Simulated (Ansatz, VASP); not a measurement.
# One calculation of Pd, two programs

File POSCAR:

```
Pd
1.0
    0.0000000000      1.9465000000      1.9465000000
    1.9465000000      0.0000000000      1.9465000000
    1.9465000000      1.9465000000      0.0000000000
Pd
1
Direct
    0.0000000000      0.0000000000      0.0000000000
```

Contents of INCAR.step1:

```
SYSTEM = Pd
ALGO = Normal ; EDIFF = 1E-4
ENCUT = 520 ; GGA = PE
ISMEAR = -1 ; LASPH = .True.
LCHARG = .False. ; LREAL = .False.
LWAVE = .True. ; NBANDS = 11
NELM = 80 ; PREC = Accurate
SIGMA = 0.05
```

Contents of INCAR.step2:

```
SYSTEM = Pd
ALGO = Normal ; EDIFF = 1E-6
ENCUT = 520 ; ISIF = 2
ISMEAR = -1 ; ISTART = 1
LASPH = .True. ; LCHARG = .False.
LMIXTAU = .True. ; LREAL = .False.
LWAVE = .False. ; METAGGA = R2SCAN
NBANDS = 11 ; NELM = 80
PREC = Accurate ; SIGMA = 0.05
```

File KPOINTS:

```
k-points
0
Gamma
  7 7 7
  0 0 0
```

File input.yaml:

```yaml
crystal:
  lattice:
    - [0.0, 1.9465, 1.9465]
    - [1.9465, 0.0, 1.9465]
    - [1.9465, 1.9465, 0.0]
  atoms:
    - { symbol: Pd, position: [0.0, 0.0, 0.0] }
hamiltonian:
  xc: r2scan
  pseudopotentials: { kind: paw }
kpoints:
  mp_grid: { grid: [7, 7, 7] }
scf:
  occupations: { method: fermi_dirac, width: 0.05 }
  n_extra_bands: 6
output:
  forces: true
  stress: true
  eigenvalues: true
  dos: { projected: true, de: 0.05, nscf_kmesh: { grid: [11, 11, 11] } }
  write_density: true
  write_potential: true
  elf: true
  volumetric_format: npy
```

Alike in both runs: functional r2SCAN; k mesh 7 × 7 × 7; occupations fermi-dirac, width 0.05 eV; no spin polarisation.

|  | VASP | Ansatz |
| --- | --- | --- |
| version | VASP 6.6.1 | Ansatz 0.2.0 |
| potentials or method | VASP PAW PBE potentials, release 64 (Pd) | Ansatz PAW |
| plane-wave cutoff (eV) | 520 | 500 |
| valence electrons in the cell | 10 | 18 |
| task | single point | projected density of states |

Ansatz gave:

* gap on the k mesh at the Fermi level (eV): none
* pressure (GPa): 2.8

Estimate VASP's values.

gap on the k mesh at the Fermi level (eV): none; pressure (GPa): 3.6.

VASP's potentials were made for PBE, not for r2SCAN. A gap of «none» marks a metal or a gap that the smearing closes. VASP's potentials hold 10 valence electrons a cell and Ansatz's 18, so a difference there can come from the potentials and not from the codes.

The k mesh is coarse, so the values compare programs but aren't converged.
